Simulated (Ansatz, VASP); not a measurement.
**Two plane-wave programs on BP**

```
CELL_PARAMETERS angstrom
0.00000 2.24241 2.24241
2.24241 0.00000 2.24241
2.24241 2.24241 0.00000
ATOMIC_POSITIONS crystal
B 0.00000 0.00000 0.00000
P 0.75000 0.75000 0.75000
```

Alike in both runs: task single point; functional LDA; k mesh 8 × 8 × 8; occupations gaussian, width 0.05 eV; no spin polarisation.

|  | VASP | Ansatz |
| --- | --- | --- |
| version | VASP 6.6.1 | Ansatz 0.2.0 |
| potentials or method | VASP PAW LDA potentials, release 64 (B, P), cutoff 520 eV | scalar-relativistic, plane waves, PAW |
| valence electrons in the cell | 8 | 8 |

|  | VASP | Ansatz | Ansatz less VASP |
| --- | --- | --- | --- |
| gap on the k mesh at the Fermi level (eV) | 1.18 | 1.18 | 0.000 |
| least direct gap on the mesh (eV) | 3.44 | 3.43 | -0.002 |
| pressure (GPa) | 0.6 | 0.7 | +0.12 |

LDA's correlation is that of Perdew and Zunger in VASP and of Perdew and Wang (1992) in Ansatz.
